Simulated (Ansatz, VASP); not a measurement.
CdTe in VASP and in Ansatz

```xyz
2
Lattice="0.0000 3.3104 3.3104 3.3104 0.0000 3.3104 3.3104 3.3104 0.0000" Properties=species:S:1:pos:R:3 pbc="T T T"
Cd    0.0000    0.0000    0.0000
Te    1.6552    1.6552    1.6552
```

Alike in both runs: task single point; functional r2SCAN; k mesh 8 × 8 × 8; occupations gaussian, width 0.02 eV; no spin polarisation.

|  | VASP | Ansatz |
| --- | --- | --- |
| version | VASP 6.6.1 | Ansatz 0.2.0 |
| potentials or method | VASP PAW PBE potentials, release 64 (Cd, Te), cutoff 520 eV | scalar-relativistic, plane waves, PAW |
| valence electrons in the cell | 18 | 36 |

Ansatz gave:

```
gap on the k mesh at the Fermi level (eV) : 1.07
least direct gap on the mesh (eV)         : 1.07
pressure (GPa)                            : -1.1
```

Problem. Estimate VASP's values.

Solution. gap on the k mesh at the Fermi level (eV): 1.07; least direct gap on the mesh (eV): 1.07; pressure (GPa): -1.0.

VASP's potentials were made for PBE, not for r2SCAN. VASP's potentials hold 18 valence electrons a cell and Ansatz's 36, so a difference there can come from the potentials and not from the codes.

Spin-orbit coupling is off throughout.
